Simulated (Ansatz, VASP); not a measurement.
**One calculation of HfSnSe4, two programs**

INCAR

```
  ALGO = Normal
  EDIFF = 1E-7
  EDIFFG = -0.01
  ENCUT = 500
  GGA = PE
  GGA_COMPAT = F
  IBRION = 2
  ISIF = 3
  ISMEAR = 0
  LASPH = T
  LCHARG = F
  LREAL = F
  LWAVE = F
  NELM = 120
  NELMIN = 4
  NSW = 100
  PREC = Accurate
  SIGMA = 0.02
```

File KPOINTS:

```
k-points
0
Gamma
  12 12 4
```

Contents of POSCAR:

```
HfSnSe4
1.0
    3.8258427849      0.0000000000      0.0000000000
   -1.9129213925      3.3132770426      0.0000000000
    0.0000000000      0.0000000000     13.8093539786
Hf Sn Se
1 1 4
Direct
    0.0000000000      0.0000000000      0.5000000000
    0.0000000000      0.0000000000      0.0000000000
    0.6666666667      0.3333333333      0.3876777923
    0.6666666667      0.3333333333      0.8835544961
    0.3333333333      0.6666666667      0.1164455039
    0.3333333333      0.6666666667      0.6123222077
```

Input for Ansatz:

```yaml
crystal:
  lattice:
    - [3.8258427849, 0.0, 0.0]
    - [-1.9129213925, 3.3132770426, 0.0]
    - [0.0, 0.0, 13.8093539786]
  atoms:
    - { symbol: Hf, position: [0.0, 0.0, 0.5] }
    - { symbol: Sn, position: [0.0, 0.0, 0.0] }
    - { symbol: Se, position: [0.6666666667, 0.3333333333, 0.3876777923] }
    - { symbol: Se, position: [0.6666666667, 0.3333333333, 0.8835544961] }
    - { symbol: Se, position: [0.3333333333, 0.6666666667, 0.1164455039] }
    - { symbol: Se, position: [0.3333333333, 0.6666666667, 0.6123222077] }
basis:
  ecutwfc: 420
kpoints:
  mp_grid: { grid: [12, 12, 4] }
hamiltonian:
  xc: pbe
scf:
  occupations: { method: gaussian, width: 0.02 }
output:
  forces: true
  stress: true
  eigenvalues: true
  write_density: true
  write_potential: true
  elf: true
  volumetric_format: npy
relax:
  adjacent_minimum: "off"
  f_tol: 0.01
  max_steps: 80
  cell: { stress_tol: 0.05 }
```

Alike in both runs: task relaxation of cell and atoms; functional PBE; k mesh 12 × 12 × 4; occupations gaussian, width 0.02 eV; no spin polarisation.

|  | VASP | Ansatz |
| --- | --- | --- |
| version | VASP 6.6.1 | Ansatz 0.2.0 |
| potentials or method | VASP PAW PBE potentials, release 64 (Hf_pv, Sn_d, Se), cutoff 500 eV | scalar-relativistic, plane waves, PAW |
| valence electrons in the cell | 48 | 104 |

```csv
,VASP,Ansatz,Ansatz less VASP
"gap on the k mesh at the Fermi level, each at its own relaxed structure (eV)",0.46,0.46,-0.001
relaxed volume (Å³/atom),29.12,29.74,+0.627
relaxed cell length with the largest relative difference (Å),13.833,14.111,+0.2782
```

VASP's potentials hold 48 valence electrons a cell and Ansatz's 104, so a difference there can come from the potentials and not from the codes.

Spin-orbit coupling is off throughout.
